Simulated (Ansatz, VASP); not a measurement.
**Nb3Pb in VASP and in Ansatz**

```
CELL_PARAMETERS angstrom
5.30679 0.00000 0.00000
0.00000 5.30679 0.00000
0.00000 0.00000 5.30679
ATOMIC_POSITIONS crystal
Nb 0.25000 0.00000 0.50000
Nb 0.50000 0.75000 0.00000
Nb 0.75000 0.00000 0.50000
Nb 0.50000 0.25000 0.00000
Nb 0.00000 0.50000 0.75000
Nb 0.00000 0.50000 0.25000
Pb 0.00000 0.00000 0.00000
Pb 0.50000 0.50000 0.50000
```

Alike in both runs: functional PBEsol; k mesh 6 × 6 × 6; occupations fermi-dirac, width 0.1 eV; no spin polarisation.

Ansatz relaxed the structure, and its values are those at the end. VASP's run is a single point on that final structure, the one shown.

|  | VASP | Ansatz |
| --- | --- | --- |
| version | VASP 6.6.1 | Ansatz 0.2.0 |
| potentials or method | VASP PAW PBE potentials, release 64 (Nb_sv, Pb_d), cutoff 520 eV | PAW plane waves |
| valence electrons in the cell | 106 | 106 |

VASP gave:

| Item | Value |
| --- | --- |
| gap on the k mesh at the Fermi level (eV) | none |
| pressure (GPa) | -0.2 |

Question: Which values does Ansatz return?

Answer: gap on the k mesh at the Fermi level (eV): none; pressure (GPa): 0.0.

VASP's potentials were made for PBE, not for PBEsol, and Ansatz warns of the same on its side. A gap of «none» marks a metal or a gap that the smearing closes. With one functional, cell and mesh, what is left measures potentials, basis and numerics.

Neither program's run includes spin-orbit coupling.
